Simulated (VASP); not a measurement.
The system is MgSnO4.

```
CELL_PARAMETERS angstrom
3.52907 -3.59139 0.00000
3.52907 3.59139 0.00000
0.00000 0.00000 3.31917
ATOMIC_POSITIONS crystal
Mg 0.50000 0.50000 0.00000
Sn 0.00000 0.00000 0.50000
O 0.19271 0.80729 0.00000
O 0.80729 0.19271 0.00000
O 0.29799 0.29799 0.50000
O 0.70201 0.70201 0.50000
```

The cell was generated, and may not be a known phase.

| Quantity | Value |
| --- | --- |
| Program | VASP 6.6.1 |
| Task | relaxation of cell and atoms |
| Functional | PBE |
| Potentials or basis | VASP PAW PBE potentials, release 64 (Mg, Sn_d, O) |
| Cutoff | 600 eV |
| k mesh | 4 × 4 × 6 |
| Occupations | gaussian, width 0.1 eV |
| Spin | no spin polarisation |

At the start: pressure -11.1 GPa; volume 14.02 Å³/atom.

Question: Where does the relaxation end?

Answer: Over 9 steps the energy falls by 63.6 meV/atom and the volume is 12.35 Å³/atom (-12.0 %); space group Cmmm (No. 65, to 0.1 Å) before and after.

The path:
| step | energy change (eV) | largest force (eV/Å) | pressure (GPa) | volume (Å³) |
| --- | --- | --- | --- | --- |
| 1 | 0.0000 | 0.0865 | -11.08 | 84.14 |
| 2 | -0.2633 | 1.1261 | 5.69 | 72.87 |
| 3 | -0.3176 | 0.7243 | -0.17 | 75.85 |
| 4 | -0.3731 | 0.2377 | 0.04 | 74.62 |
| 5 | -0.3785 | 0.0831 | 0.26 | 74.09 |
| 6 | -0.3785 | 0.0702 | 0.22 | 74.12 |
| 7 | -0.3813 | 0.0272 | -0.20 | 74.29 |
| 8 | -0.3814 | 0.0416 | -0.32 | 74.33 |
| 9 | -0.3818 | 0.0235 | 0.15 | 74.08 |

Final structure:
```
CELL_PARAMETERS angstrom
3.37865 -3.40910 0.00000
3.37865 3.40910 0.00000
0.00000 0.00000 3.21574
ATOMIC_POSITIONS crystal
Mg 0.50000 0.50000 0.00000
Sn 0.00000 0.00000 0.50000
O 0.19898 0.80102 0.00000
O 0.80102 0.19898 0.00000
O 0.30262 0.30262 0.50000
O 0.69738 0.69738 0.50000
```
